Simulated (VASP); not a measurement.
# C in VASP: single point with LDA

Aim: the single point of C with LDA.

All numbers are computed with VASP 6.6.1; they aren't measurements. Logs are shortened: lines on timing, memory, paths and dates and some standing lists are left out, and cuts for length are marked.

**1. The cell of the first run**

The cell holds a slab with vacuum, 19 atoms: a = 7.398 Å, b = 7.398 Å, c = 12.000 Å, α = 90.00°, β = 90.00°, γ = 120.00°.

**2. Single point, LDA, collinear spin**

The input, INCAR:

```
  PREC = Accurate
  ENCUT = 520
  EDIFF = 1E-6
  ISMEAR = -1
  SIGMA = 0.05
  LREAL = Auto
  LASPH = T
  NELM = 150
  ALGO = Normal
  ISIF = 2
  LWAVE = F
  LCHARG = F
  ISPIN = 2
  MAGMOM = 0 0 0 0 0 0 0 0 0 0 0 0 0 0 0 0 0 0 1
  LORBIT = 11
  NBANDS = 57
```

The input, KPOINTS:

```
Automatic mesh
0
Gamma
  2 2 1
```

The input, POSCAR:

```
C
1.0
    7.3980000000      0.0000000000      0.0000000000
   -3.6990000000      6.4068560000      0.0000000000
    0.0000000000      0.0000000000     12.0000000000
C
19
Direct
   -0.0059042328      0.0014309875      0.0821833873
    0.2174176312      0.1185851451      0.1040352222
   -0.0001285697      0.3378277890      0.0787067317
    0.2228124472      0.4488865391      0.0784777233
    0.0007963211      0.6704035553      0.0825615785
    0.2202445370      0.7765815147      0.0842236864
    0.3387986610      0.0011165977      0.1041258849
    0.5620793643      0.1178857304      0.0818924751
    0.3357427241      0.3429341057      0.0842112693
    0.5553612412      0.4489347583      0.0828723633
    0.3331179896      0.6705595991      0.0785690355
    0.5560701234      0.7813286460      0.0790116336
    0.6672332309      0.0044195550      0.0763993467
    0.8886977456      0.1146652500      0.0764946362
    0.6679606340      0.3372384069      0.0814633966
    0.8902074958      0.4479803801      0.0793316680
    0.6658435021      0.6713492946      0.0797575068
    0.8882122540      0.7820727495      0.0817881319
    0.2793301999      0.0615924961      0.2113937226
```

Potentials or basis: VASP PAW LDA potentials, release 64 (C).

On the command line:

```bash
cat potpaw_LDA.64/C/POTCAR > POTCAR
mpirun -np 1 vasp_std > vasp.out
```

OUTCAR:

```text
PREC = Accurate
   ENCUT = 520
   EDIFF = 1E-6
   ISMEAR = -1
   LREAL = Auto
   LASPH = T
   NELM = 150
   ISIF = 2
   ISPIN = 2
   LORBIT = 11

 ion  position               nearest neighbor table
   1  0.994  0.001  0.082-  14 1.40  18 1.41   2 1.46
   2  0.217  0.119  0.104-   1 1.46   9 1.46  19 1.50   7 1.53
   3  1.000  0.338  0.079-  16 1.41   4 1.43  14 1.43
   4  0.223  0.449  0.078-   9 1.40  11 1.42   3 1.43
   5  0.001  0.670  0.083-   6 1.41  16 1.43  18 1.44
   6  0.220  0.777  0.084-  11 1.40   5 1.41   7 1.46
   7  0.339  0.001  0.104-   8 1.46   6 1.46  19 1.50   2 1.53
   8  0.562  0.118  0.082-  13 1.40  15 1.41   7 1.46
   9  0.336  0.343  0.084-   4 1.40  10 1.41   2 1.46
  10  0.555  0.449  0.083-   9 1.41  17 1.43  15 1.44
  11  0.333  0.671  0.079-   6 1.40   4 1.42  12 1.43
  12  0.556  0.781  0.079-  17 1.41  11 1.43  13 1.43
  13  0.667  0.004  0.076-   8 1.40  14 1.42  12 1.43
  14  0.889  0.115  0.076-   1 1.40  13 1.42   3 1.43
  15  0.668  0.337  0.081-   8 1.41  16 1.42  10 1.44
  16  0.890  0.448  0.079-   3 1.41  15 1.42   5 1.43
  17  0.666  0.671  0.080-  12 1.41  18 1.42  10 1.43
  18  0.888  0.782  0.082-   1 1.41  17 1.42   5 1.44
  19  0.279  0.062  0.211-   2 1.50   7 1.50

  LATTYP: Found a hexagonal cell.
 ALAT       =     7.3980000000
 C/A-ratio  =     1.6220600162

  Lattice vectors:

 A1 = (   7.3980000000,   0.0000000000,   0.0000000000)
 A2 = (  -3.6990000000,   6.4068560000,   0.0000000000)
 A3 = (   0.0000000000,   0.0000000000,  12.0000000000)

Analysis of symmetry for initial positions (statically):
=====================================================================
 Subroutine PRICEL returns:
 Original cell was already a primitive cell.

 Routine SETGRP: Setting up the symmetry group for a
 hexagonal supercell.

 Subroutine GETGRP returns: Found  1 space group operations
 (whereof  1 operations were pure point group operations)
 out of a pool of 24 trial point group operations.

The static configuration has the point symmetry C_1 .

Analysis of symmetry for dynamics (positions and initial velocities):
=====================================================================
 Subroutine PRICEL returns:
 Original cell was already a primitive cell.

 Routine SETGRP: Setting up the symmetry group for a
 hexagonal supercell.

 Subroutine GETGRP returns: Found  1 space group operations
 (whereof  1 operations were pure point group operations)
 out of a pool of 24 trial point group operations.

The dynamic configuration has the point symmetry C_1 .

Analysis of structural, dynamic, and magnetic symmetry:
=====================================================================
 Subroutine PRICEL returns:
 Original cell was already a primitive cell.

 Routine SETGRP: Setting up the symmetry group for a
 hexagonal supercell.

 Subroutine GETGRP returns: Found  1 space group operations
 (whereof  1 operations were pure point group operations)
 out of a pool of 24 trial point group operations.

The overall configuration has the point symmetry C_1 .

 Subroutine INISYM returns: Found  1 space group operations
 (whereof  1 operations are pure point group operations),
 and found     1 'primitive' translations

----------------------------------------------------------------------------------------

                                     Primitive cell

  volume of cell :     568.7750

  direct lattice vectors                    reciprocal lattice vectors
     7.398000000  0.000000000  0.000000000     0.135171668  0.078041398  0.000000000
    -3.699000000  6.406856000  0.000000000     0.000000000  0.156082796  0.000000000
     0.000000000  0.000000000 12.000000000     0.000000000  0.000000000  0.083333333

  length of vectors
     7.398000000  7.398000054 12.000000000     0.156082797  0.156082796  0.083333333

  position of ions in fractional coordinates (direct lattice)
[... 72 lines left out ...]
  0.000000  0.500000  0.000000      1.000000
  0.500000  0.500000  0.000000      1.000000
   k-points           NKPTS =      4   k-points in BZ     NKDIM =      4   number of bands    NBANDS=     57
   number of dos      NEDOS =    301   number of ions     NIONS =     19
   total plane-waves  NPLWV = 282240
   dimension x,y,z NGX =    56 NGY =   56 NGZ =   90
   dimension x,y,z NGXF=   112 NGYF=  112 NGZF=  180
   ions per type =              19
   NGX,Y,Z   is equivalent  to a cutoff of  12.58, 12.58, 12.47 a.u.
   NGXF,Y,Z  is equivalent  to a cutoff of  25.17, 25.17, 24.94 a.u.
 SYSTEM =  unknown system
   PREC   = accura    normal or accurate (medium, high low for compatibility)
   ISTART =      0    job   : 0-new  1-cont  2-samecut
   ICHARG =      2    charge: 1-file 2-atom 10-const
   ISPIN  =      2    spin polarized calculation?
   LNONCOLLINEAR =      F non collinear calculations
   LSORBIT =      F    spin-orbit coupling
   LASPH  =      T    aspherical Exc in radial PAW
   ENCUT  =  520.0 eV  38.22 Ry    6.18 a.u.  13.76 13.76 22.31*2*pi/ulx,y,z
   NELM   =    150;   NELMIN=  2; NELMDL= -5     # of ELM steps
   EDIFF  = 0.1E-05   stopping-criterion for ELM
   LREAL  =      T    real-space projection
   EDIFFG = 0.1E-04   stopping-criterion for IOM
   NSW    =      0    number of steps for IOM
   IBRION =     -1    ionic relax: 0-MD 1-quasi-New 2-CG
   NFREE  =      0    steps in history (QN), initial steepest desc. (CG)
   ISIF   =      2    stress and relaxation
   ISYM   =      2    0-nonsym 1-usesym 2-fastsym
   POTIM  = 0.5000    time-step for ionic-motion
   TEBEG  =    0.0;   TEEND  =   0.0 temperature during run
   PSTRESS=    0.0 pullay stress
   NELECT =      76.0000    total number of electrons
   NUPDOWN=      -1.0000    fix difference up-down
   EMIN   =  10.00;   EMAX   =-10.00  energy-range for DOS
   EFERMI =   0.00;   METHOD = LEGACY
   ISMEAR =    -1;   SIGMA  =   0.05  broadening in eV -4-tet -1-fermi 0-gaus
   EFERMI_NEDOS =   21; number of points for ismear=-14 and -15
   IALGO  =     38    algorithm
   IMIX   =      4    mixing-type and parameters
     AMIX     =   0.40;   BMIX     =  1.00
     AMIX_MAG =   1.60;   BMIX_MAG =  1.00
  volume/ion in A,a.u.               =      29.94       202.01
  Fermi-wavevector in a.u.,A,eV,Ry     =   0.836949  1.581605  9.530667  0.700484
  Thomas-Fermi vector in A             =   1.950758
   LORBIT       =     11    0 simple, 1 ext, 2 COOP (PROOUT), +10 PAW based schemes
   GGA     = CA    functional components
   LHFCALC =     F    Hartree Fock is set to
   AEXX    =    0.0000 exact exchange contribution
   IVDW    =     0    specifies the selected vdW correction
   LEPSILON=     F    determine dielectric tensor
   LRPA    =     F    only Hartree local field effects (RPA)
 spin polarized calculation
  energy-cutoff  :      520.00
  volume of cell :      568.78
 maximum number of plane-waves:     15363
 NGX is ok and might be reduce to    56
   NGX = 27   NGY = 27   NGZ = 45

 number of electron      76.0000002 magnetization       0.3090667

 Free energy of the ion-electron system (eV)
  ---------------------------------------------------
  ext. energy  EPLUGINS =         0.00000000
  ---------------------------------------------------
  free energy    TOTEN  =      -184.83829355 eV

  energy without entropy =     -184.79312500  energy(sigma->0) =     -184.81570928

 E-fermi :  -2.3771     XC(G=0):  -3.9204

 val. band max:       -2.4599027831   @ k =   0.0000   0.0000   0.0000
 cond. band min:      -2.3511218619   @ k =   0.0000   0.0000   0.0000
 fundamental gap:      0.1087809212
 Fermi energy:        -2.3770941407

 spin component 1

 k-point     1 :       0.0000    0.0000    0.0000
  band No.  band energies     occupation
      1     -22.0426      1.00000
      2     -20.3498      1.00000
      3     -19.1691      1.00000
      4     -19.1414      1.00000
      5     -19.0667      1.00000
      6     -18.9907      1.00000
[... 201 lines left out ...]
     49       4.0057      0.00000
     50       4.1020      0.00000
 Fermi energy:        -2.3770941407

 spin component 2

 k-point     1 :       0.0000    0.0000    0.0000
  band No.  band energies     occupation
      1     -22.0119      1.00000
      2     -20.3116      1.00000
      3     -19.1603      1.00000
      4     -19.1308      1.00000
      5     -19.0526      1.00000
      6     -18.9852      1.00000
[... 201 lines left out ...]
     49       4.0303      0.00000
     50       4.1174      0.00000
 [bands above 50 left out]

------------------------ aborting loop because EDIFF is reached ----------------------------------------

  FORCE on cell =-STRESS in cart. coord.  units (eV):
  Direction    XX          YY          ZZ          XY          YZ          ZX
  --------------------------------------------------------------------------------------
  -------------------------------------------------------------------------------------
  Total       -4.7448451     -3.8956678      0.1909777      1.3974730     -0.0692903      0.0178658
  in kB      -13.3657116    -10.9736717      0.5379634      3.9365292     -0.1951831      0.0503261
  external PRESSURE =      -7.9338066 kB  Pullay stress =       0.0000000 kB

 VOLUME and BASIS-vectors are now :
 -----------------------------------------------------------------------------
  energy-cutoff  :      520.00
  volume of cell :      568.78
      direct lattice vectors                 reciprocal lattice vectors
     7.398000000  0.000000000  0.000000000     0.135171668  0.078041398  0.000000000
    -3.699000000  6.406856000  0.000000000     0.000000000  0.156082796  0.000000000
     0.000000000  0.000000000 12.000000000     0.000000000  0.000000000  0.083333333

 POSITION                                       TOTAL-FORCE (eV/Angst)
 -----------------------------------------------------------------------------------
      7.34903      0.00917      0.98620         0.032512      0.002077      0.010809
      1.16981      0.75976      1.24842        -0.100104      0.084200     -0.029205
      6.14742      2.16441      0.94448         0.021492     -0.003637     -0.005706
     -0.01206      2.87595      0.94173         0.016957     -0.008438     -0.023851
     -2.47393      4.29518      0.99074         0.040050     -0.004739      0.008514
     -1.24321      4.97545      1.01068         0.017836      0.035958     -0.036987
[... 11 lines left out ...]
      3.67811      5.01063      0.98146        -0.039929      0.034196      0.002257
      1.83865      0.39461      2.53672         0.016382     -0.040385      0.224939
 -----------------------------------------------------------------------------------
    total drift:                                0.004353      0.008869      0.024406

  FREE ENERGIE OF THE ION-ELECTRON SYSTEM (eV)
  ---------------------------------------------------
  free  energy   TOTEN  =      -184.8382935531 eV

  energy  without entropy=     -184.7931250022  energy(sigma->0) =     -184.81570928

 total charge

# of ion       s       p       d       tot
------------------------------------------
    1        0.856   1.790   0.000   2.647
    2        0.834   1.825   0.000   2.659
    3        0.852   1.800   0.000   2.651
    4        0.857   1.796   0.000   2.653
    5        0.852   1.792   0.000   2.644
    6        0.855   1.787   0.000   2.642
[... 11 lines left out ...]
   18        0.852   1.794   0.000   2.646
   19        0.979   1.315   0.000   2.294
--------------------------------------------------
tot         16.318  33.673   0.000  49.991

 magnetization (x)

# of ion       s       p       d       tot
------------------------------------------
    1        0.001   0.005   0.000   0.006
    2       -0.001  -0.002   0.000  -0.003
    3        0.000   0.002   0.000   0.002
    4        0.000   0.004   0.000   0.004
    5        0.000   0.006   0.000   0.006
    6        0.001   0.004   0.000   0.006
[... 11 lines left out ...]
   18        0.000   0.006   0.000   0.006
   19        0.004   0.099   0.000   0.103
--------------------------------------------------
tot          0.010   0.154   0.000   0.164
```

Wall time 7.3 min (1 thread of Intel Xeon Platinum 8259CL at 2.50GHz (Skylake/Cascade Lake), shared host); peak memory 0.55 GiB.

Results:

| Item | Value |
| --- | --- |
| Free energy | -184.8383 eV |
| Largest force | 0.229 eV/Å |
| Net moment | 0.31 μB per cell |
| Site moments | C +0.01, -0.00, +0.00, +0.10 μB |
| Valence electrons inside the program's atomic spheres | C 2.65, 2.66, 2.64, 2.29 |

Forces in eV/Å, atoms in the order of the input:
```
C    0.033  0.002  0.011
C   -0.100  0.084 -0.029
C    0.021 -0.004 -0.006
C    0.017 -0.008 -0.024
C    0.040 -0.005  0.009
C    0.018  0.036 -0.037
C    0.087 -0.083 -0.008
C   -0.049 -0.032  0.011
C    0.019 -0.011 -0.061
C   -0.071  0.012 -0.024
C   -0.014  0.006 -0.026
C   -0.043  0.029 -0.023
C   -0.012  0.012 -0.008
C    0.022  0.005 -0.020
C    0.033 -0.027  0.024
C   -0.013  0.011 -0.003
C    0.036 -0.021 -0.011
C   -0.040  0.034  0.002
C    0.016 -0.040  0.225
```

Levels at points of the mesh, in eV from the Fermi level:
Spin up:
```tsv
k point	band 36	band 37	band 38	band 39	band 40	band 41
(0.00, 0.00, 0.00)	-2.18	-0.30	-0.08	0.10	0.42	1.76
(0.50, 0.00, 0.00)	-2.33	-1.49	-0.76	0.03	1.88	2.40
(0.00, 0.50, 0.00)	-2.33	-1.50	-0.78	0.04	1.89	2.40
(0.50, 0.50, 0.00)	-2.33	-1.57	-0.16	0.22	1.14	2.27
```
Spin down:
```
           k point  band 36  band 37  band 38  band 39  band 40  band 41
(0.00, 0.00, 0.00)    -2.08    -0.27     0.03     0.12     0.68     1.78
(0.50, 0.00, 0.00)    -2.31    -1.40    -0.72     0.32     1.91     2.44
(0.00, 0.50, 0.00)    -2.32    -1.41    -0.74     0.32     1.92     2.45
(0.50, 0.50, 0.00)    -2.32    -1.48    -0.12     0.53     1.17     2.28
```

Caveat: the k points lie up to 0.49 Å⁻¹ apart.
